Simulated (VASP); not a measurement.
# TiO2 (P4_2/mnm) in VASP: further runs

The runs below take TiO2 through single point, with PBE.

Program: VASP 6.6.1. These are calculated values, not measurements. Logs are shortened: lines on timing, memory, paths and dates and some standing lists are left out, and cuts for length are marked.

## 1. The cell of the first run

The structure is tetragonal, space group P4_2/mnm (No. 136). Conventional cell: a = 4.676 Å, b = 4.676 Å, c = 3.234 Å, α = 90.00°, β = 90.00°, γ = 90.00°. Ti (site symmetry mmm) has 6 O at 2.02 to 2.07 Å within 2.7 Å. O (site symmetry m2m) has 3 Ti at 2.02 to 2.07 Å and 1 O at 2.58 Å within 2.7 Å.

## 2. Single point, PBE (11.79 Å³/atom)

Input file INCAR:

```
PREC = Accurate ; ENCUT = 520
EDIFF = 1E-6 ; ISMEAR = 0
SIGMA = 0.05 ; LREAL = False
LASPH = True ; NELM = 60
ALGO = Normal ; ISIF = 2
LWAVE = False ; LCHARG = False
GGA = PE ; NBANDS = 33
```

Input file KPOINTS:

```
regular mesh
0
Gamma
  8 8 10
```

Input file POSCAR:

```
TiO2
1.0
    4.6760475567      0.0000000000      0.0000000000
    0.0000000000      4.6760475567      0.0000000000
    0.0000000000      0.0000000000      3.2344220950
Ti O
2 4
Direct
    0.0000000000      0.0000000000      0.0000000000
    0.5000000000      0.5000000000      0.5000000000
    0.3050970583      0.3050970583      0.0000000000
    0.1949029417      0.8050970583      0.5000000000
    0.6949029417      0.6949029417      0.0000000000
    0.8050970583      0.1949029417      0.5000000000
```

Potentials or basis: VASP PAW PBE potentials, release 64 (Ti_sv, O).

Launch:

```
$ cat potpaw_PBE.64/Ti_sv/POTCAR potpaw_PBE.64/O/POTCAR > POTCAR
$ mpirun -np 1 vasp_std > vasp.out
```

OUTCAR:

```text
PREC = Accurate
   ENCUT = 520
   EDIFF = 1E-6
   ISMEAR = 0
   LREAL = False
   LASPH = True
   NELM = 60
   ISIF = 2
   GGA = PE

 ion  position               nearest neighbor table
   1  0.000  0.000  0.000-   3 2.02   5 2.02   4 2.07   6 2.07   4 2.07   6 2.07
   2  0.500  0.500  0.500-   4 2.02   6 2.02   5 2.07   3 2.07   3 2.07   5 2.07
   3  0.305  0.305  0.000-   1 2.02   2 2.07   2 2.07
   4  0.195  0.805  0.500-   2 2.02   1 2.07   1 2.07
   5  0.695  0.695  0.000-   1 2.02   2 2.07   2 2.07
   6  0.805  0.195  0.500-   2 2.02   1 2.07   1 2.07

  LATTYP: Found a simple tetragonal cell.
 ALAT       =     4.6760475567
 C/A-ratio  =     0.6917000000

  Lattice vectors:

 A1 = (   4.6760475567,   0.0000000000,   0.0000000000)
 A2 = (   0.0000000000,   4.6760475567,   0.0000000000)
 A3 = (   0.0000000000,   0.0000000000,   3.2344220950)

Analysis of symmetry for initial positions (statically):
=====================================================================
 Subroutine PRICEL returns:
 Original cell was already a primitive cell.

 Routine SETGRP: Setting up the symmetry group for a
 simple tetragonal supercell.

 Subroutine GETGRP returns: Found 16 space group operations
 (whereof  8 operations were pure point group operations)
 out of a pool of 16 trial point group operations.

The static configuration has the point symmetry D_2h.
 The point group associated with its full space group is D_4h.

Analysis of symmetry for dynamics (positions and initial velocities):
=====================================================================
 Subroutine PRICEL returns:
 Original cell was already a primitive cell.

 Routine SETGRP: Setting up the symmetry group for a
 simple tetragonal supercell.

 Subroutine GETGRP returns: Found 16 space group operations
 (whereof  8 operations were pure point group operations)
 out of a pool of 16 trial point group operations.

The dynamic configuration has the point symmetry D_2h.
 The point group associated with its full space group is D_4h.

 Subroutine INISYM returns: Found 16 space group operations
 (whereof  8 operations are pure point group operations),
 and found     1 'primitive' translations

----------------------------------------------------------------------------------------

                                     Primitive cell

  volume of cell :      70.7220

  direct lattice vectors                    reciprocal lattice vectors
     4.676047557  0.000000000  0.000000000     0.213855823  0.000000000  0.000000000
     0.000000000  4.676047557  0.000000000     0.000000000  0.213855823  0.000000000
     0.000000000  0.000000000  3.234422095     0.000000000  0.000000000  0.309174242

  length of vectors
     4.676047557  4.676047557  3.234422095     0.213855823  0.213855823  0.309174242

  position of ions in fractional coordinates (direct lattice)
     0.000000000  0.000000000  0.000000000
     0.500000000  0.500000000  0.500000000
     0.305097058  0.305097058  0.000000000
     0.194902942  0.805097058  0.500000000
     0.694902942  0.694902942  0.000000000
     0.805097058  0.194902942  0.500000000

  ion indices of the primitive-cell ions
   primitive index   ion index
                 1           1
                 2           2
                 3           3
                 4           4
                 5           5
                 6           6

----------------------------------------------------------------------------------------

 KPOINTS: regular mesh

Automatic generation of k-mesh.
 Grid dimensions read from file:
 generate k-points for:    8    8   10

 Generating k-lattice:

  Cartesian coordinates                     Fractional coordinates (reciprocal lattice)
     0.026731978  0.000000000  0.000000000     0.125000000  0.000000000  0.000000000
     0.000000000  0.026731978  0.000000000     0.000000000  0.125000000  0.000000000
     0.000000000  0.000000000  0.030917424     0.000000000  0.000000000  0.100000000

  Length of vectors
     0.026731978  0.026731978  0.030917424

  Shift w.r.t. Gamma in fractional coordinates (k-lattice)
     0.000000000  0.000000000  0.000000000

 Subroutine IBZKPT returns following result:
 ===========================================

 Found     90 irreducible k-points:

 Following reciprocal coordinates:
            Coordinates               Weight
  0.000000  0.000000  0.000000      1.000000
  0.125000  0.000000  0.000000      4.000000
  0.250000  0.000000  0.000000      4.000000
  0.375000  0.000000  0.000000      4.000000
  0.500000  0.000000  0.000000      2.000000
  0.125000  0.125000  0.000000      4.000000
[... 16 lines left out ...]
  0.375000  0.125000  0.100000     16.000000
  0.500000  0.125000  0.100000      8.000000
 [... further k-points ...]
   k-points           NKPTS =     90   k-points in BZ     NKDIM =     90   number of bands    NBANDS=     33
   number of dos      NEDOS =    301   number of ions     NIONS =      6
   total plane-waves  NPLWV =  31104
   dimension x,y,z NGX =    36 NGY =   36 NGZ =   24
   dimension x,y,z NGXF=    72 NGYF=   72 NGZF=   48
   ions per type =               2   4
   NGX,Y,Z   is equivalent  to a cutoff of  12.80, 12.80, 12.34 a.u.
   NGXF,Y,Z  is equivalent  to a cutoff of  25.60, 25.60, 24.67 a.u.
 SYSTEM =  unknown system
   PREC   = accura    normal or accurate (medium, high low for compatibility)
   ISTART =      0    job   : 0-new  1-cont  2-samecut
   ICHARG =      2    charge: 1-file 2-atom 10-const
   ISPIN  =      1    spin polarized calculation?
   LNONCOLLINEAR =      F non collinear calculations
   LSORBIT =      F    spin-orbit coupling
   LASPH  =      T    aspherical Exc in radial PAW
   ENCUT  =  520.0 eV  38.22 Ry    6.18 a.u.   8.69  8.69  6.01*2*pi/ulx,y,z
   NELM   =     60;   NELMIN=  2; NELMDL= -5     # of ELM steps
   EDIFF  = 0.1E-05   stopping-criterion for ELM
   LREAL  =      F    real-space projection
   EDIFFG = 0.1E-04   stopping-criterion for IOM
   NSW    =      0    number of steps for IOM
   IBRION =     -1    ionic relax: 0-MD 1-quasi-New 2-CG
   NFREE  =      0    steps in history (QN), initial steepest desc. (CG)
   ISIF   =      2    stress and relaxation
   ISYM   =      2    0-nonsym 1-usesym 2-fastsym
   POTIM  = 0.5000    time-step for ionic-motion
   TEBEG  =    0.0;   TEEND  =   0.0 temperature during run
   PSTRESS=    0.0 pullay stress
   NELECT =      48.0000    total number of electrons
   NUPDOWN=      -1.0000    fix difference up-down
   EMIN   =  10.00;   EMAX   =-10.00  energy-range for DOS
   EFERMI =   0.00;   METHOD = LEGACY
   ISMEAR =     0;   SIGMA  =   0.05  broadening in eV -4-tet -1-fermi 0-gaus
   EFERMI_NEDOS =   21; number of points for ismear=-14 and -15
   IALGO  =     38    algorithm
   IMIX   =      4    mixing-type and parameters
     AMIX     =   0.40;   BMIX     =  1.00
     AMIX_MAG =   1.60;   BMIX_MAG =  1.00
  volume/ion in A,a.u.               =      11.79        79.54
  Fermi-wavevector in a.u.,A,eV,Ry     =   1.438701  2.718750 28.162144  2.069859
  Thomas-Fermi vector in A             =   2.557638
   LORBIT       =      0    0 simple, 1 ext, 2 COOP (PROOUT), +10 PAW based schemes
   GGA     = PE    functional components
   LHFCALC =     F    Hartree Fock is set to
   AEXX    =    0.0000 exact exchange contribution
   IVDW    =     0    specifies the selected vdW correction
   LEPSILON=     F    determine dielectric tensor
   LRPA    =     F    only Hartree local field effects (RPA)
 non-spin polarized calculation
 Gauss-broadening in eV      SIGMA  =   0.05
  energy-cutoff  :      520.00
  volume of cell :       70.72
 maximum number of plane-waves:      1940
 NGX is ok and might be reduce to    36
   NGX = 17   NGY = 17   NGZ = 13

 number of electron      48.0000008 magnetization

 Free energy of the ion-electron system (eV)
  ---------------------------------------------------
  ext. energy  EPLUGINS =         0.00000000
  ---------------------------------------------------
  free energy    TOTEN  =       -52.99224259 eV

  energy without entropy =      -52.99224259  energy(sigma->0) =      -52.99224259

 E-fermi :   4.1344     XC(G=0): -10.7851

 val. band max:        3.7692678346   @ k =   0.0000   0.0000   0.0000
 cond. band min:       5.2730785464   @ k =   0.0000   0.0000   0.0000
 fundamental gap:      1.5038107118
 Fermi energy:         4.1343678515

 k-point     1 :       0.0000    0.0000    0.0000
  band No.  band energies     occupation
      1     -53.7308      2.00000
      2     -53.7210      2.00000
      3     -29.9479      2.00000
      4     -29.9479      2.00000
      5     -29.8445      2.00000
      6     -29.8227      2.00000
[... 25 lines left out ...]
     32       9.0445      0.00000
     33       9.0445      0.00000

 k-point     2 :       0.1250    0.0000    0.0000
  band No.  band energies     occupation
      1     -53.7304      2.00000
      2     -53.7214      2.00000
      3     -29.9458      2.00000
      4     -29.9456      2.00000
      5     -29.8436      2.00000
      6     -29.8253      2.00000
[... 25 lines left out ...]
     32       8.9920      0.00000
     33       9.0057      0.00000

 k-point     3 :       0.2500    0.0000    0.0000
  band No.  band energies     occupation
      1     -53.7293      2.00000
      2     -53.7224      2.00000
      3     -29.9401      2.00000
      4     -29.9395      2.00000
      5     -29.8410      2.00000
      6     -29.8322      2.00000
[... 25 lines left out ...]
     32       8.8639      0.00000
     33       8.9030      0.00000

 k-point     4 :       0.3750    0.0000    0.0000
  band No.  band energies     occupation
      1     -53.7277      2.00000
      2     -53.7240      2.00000
      3     -29.9334      2.00000
      4     -29.9327      2.00000
      5     -29.8397      2.00000
      6     -29.8390      2.00000
[... 673 lines left out ...]
     32       8.5446      0.00000
     33       8.8457      0.00000

 k-point    23 :       0.3750    0.1250    0.1000
  band No.  band energies     occupation
      1     -53.7263      2.00000
      2     -53.7230      2.00000
      3     -29.9372      2.00000
      4     -29.9266      2.00000
      5     -29.8600      2.00000
      6     -29.8520      2.00000
[... 25 lines left out ...]
     32       8.4907      0.00000
     33       8.7467      0.00000

 k-point    24 :       0.5000    0.1250    0.1000
  band No.  band energies     occupation
      1     -53.7247      2.00000
      2     -53.7247      2.00000
      3     -29.9305      2.00000
      4     -29.9305      2.00000
      5     -29.8565      2.00000
      6     -29.8565      2.00000
[... 25 lines left out ...]
     32       8.4921      0.00000
     33       8.9330      0.00000

 [... further k-points ...]

------------------------ aborting loop because EDIFF is reached ----------------------------------------

  FORCE on cell =-STRESS in cart. coord.  units (eV):
  Direction    XX          YY          ZZ          XY          YZ          ZX
  --------------------------------------------------------------------------------------
  -------------------------------------------------------------------------------------
  Total       -5.9690381     -5.9690381    -14.1679570      0.0000000      0.0000000      0.0000000
  in kB     -135.2260617   -135.2260617   -320.9691394      0.0000000      0.0000000      0.0000000
  external PRESSURE =    -197.1404210 kB  Pullay stress =       0.0000000 kB

 VOLUME and BASIS-vectors are now :
 -----------------------------------------------------------------------------
  energy-cutoff  :      520.00
  volume of cell :       70.72
      direct lattice vectors                 reciprocal lattice vectors
     4.676047557  0.000000000  0.000000000     0.213855823  0.000000000  0.000000000
     0.000000000  4.676047557  0.000000000     0.000000000  0.213855823  0.000000000
     0.000000000  0.000000000  3.234422095     0.000000000  0.000000000  0.309174242

 POSITION                                       TOTAL-FORCE (eV/Angst)
 -----------------------------------------------------------------------------------
      0.00000      0.00000      0.00000        -0.000000     -0.000000     -0.000000
      2.33802      2.33802      1.61721        -0.000000     -0.000000     -0.000000
      1.42665      1.42665      0.00000         0.076552      0.076552     -0.000000
      0.91138      3.76467      1.61721        -0.076552      0.076552     -0.000000
      3.24940      3.24940      0.00000        -0.076552     -0.076552      0.000000
      3.76467      0.91138      1.61721         0.076552     -0.076552      0.000000
 -----------------------------------------------------------------------------------
    total drift:                               -0.000000      0.000000     -0.000000

  FREE ENERGIE OF THE ION-ELECTRON SYSTEM (eV)
  ---------------------------------------------------
  free  energy   TOTEN  =       -52.9922425923 eV

  energy  without entropy=      -52.9922425923  energy(sigma->0) =      -52.99224259
```

It took 5.4 min on 1 thread of Intel Xeon 8259CL, shared host; peak memory 0.29 GiB.

Results:

```yaml
Free_energy: -52.9922 eV
Pressure: -19.7 GPa
Largest_force: 0.108 eV/Å
Band_gap_on_the_k_mesh: 1.50 eV
```

Forces on the atoms (eV/Å):
```
Ti   0.000  0.000  0.000
Ti   0.000  0.000  0.000
O    0.077  0.077  0.000
O   -0.077  0.077  0.000
O   -0.077 -0.077  0.000
O    0.077 -0.077  0.000
```

Caveat: the cell stands under tension. PBE gaps usually lie below the measured ones, often by a third to a half.

(Part 1 of 2 ends here.)
